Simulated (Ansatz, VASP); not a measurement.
**One calculation of SrCl2, two programs**

```
Sr Cl
1.0
     0.06535    3.48550    3.48550
     3.55085    0.00000    3.55085
     3.48550    3.48550    0.06535
Sr Cl
1 2
Cartesian
  0.0000 0.0000 0.0000
  1.7754 1.7428 1.7754
  5.3263 5.2283 5.3263
```

Change from the starting cell: strain +0.0375 x Voigt [0, 0, 0, 0, 1, 0], atoms carried along.

Alike in both runs: task single point; functional r2SCAN; k mesh 6 × 6 × 6; occupations gaussian, width 0.05 eV; no spin polarisation.

|  | VASP | Ansatz |
| --- | --- | --- |
| version | VASP 6.6.1 | Ansatz 0.2.0 |
| potentials or method | VASP PAW PBE potentials, release 64 (Sr_sv, Cl), cutoff 520 eV | scalar-relativistic, plane waves, PAW |
| valence electrons in the cell | 24 | 24 |

|  | VASP | Ansatz | Ansatz less VASP |
| --- | --- | --- | --- |
| gap on the k mesh at the Fermi level (eV) | 5.98 | 5.98 | +0.001 |
| least direct gap on the mesh (eV) | 5.99 | 5.99 | 0.000 |
| pressure (GPa) | 0.5 | 0.5 | -0.04 |
| traceless stress, the component that is largest in VASP (GPa) | -0.62 | -0.61 | +0.014 |
| rms of the force components (eV/Å) | 0.049 | 0.048 | -0.0016 |

VASP's potentials were made for PBE, not for r2SCAN. Atom by atom the forces differ by 0.002 eV/Å (rms over components).
